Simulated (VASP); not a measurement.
Runs of VASP 6.6.1 on KCl. The structure is that of space group Pm-3m (No. 221), or close to it. The cells are those of the table. 

```tsv
cell	gap on the mesh (eV)	pressure (GPa)
a = 3.839, b = 3.839, c = 3.724 Å, 2 atoms	4.82	0.6
a = 3.724, b = 3.724, c = 3.897 Å, 2 atoms	4.89	(a)
a = 3.954 Å, 2 atoms	(b)	-1.4
a = 3.724, b = 3.724, c = 3.954 Å, 2 atoms	4.78	0.6
a = 3.724, b = 3.724, c = 3.782 Å, 2 atoms	(c)	1.7
```

Alike in all rows: task single point; level PBE; potentials or basis VASP PAW PBE potentials, release 64 (K_sv, Cl); no spin polarisation; k mesh 6 × 6 × 6; cutoff (eV) 520; smearing gaussian 0.05 eV.

Problem. Fill in the values left out.

Solution. (a) 0.9; (b) 4.45; (c) 5.10.

A k mesh can miss the band edges.
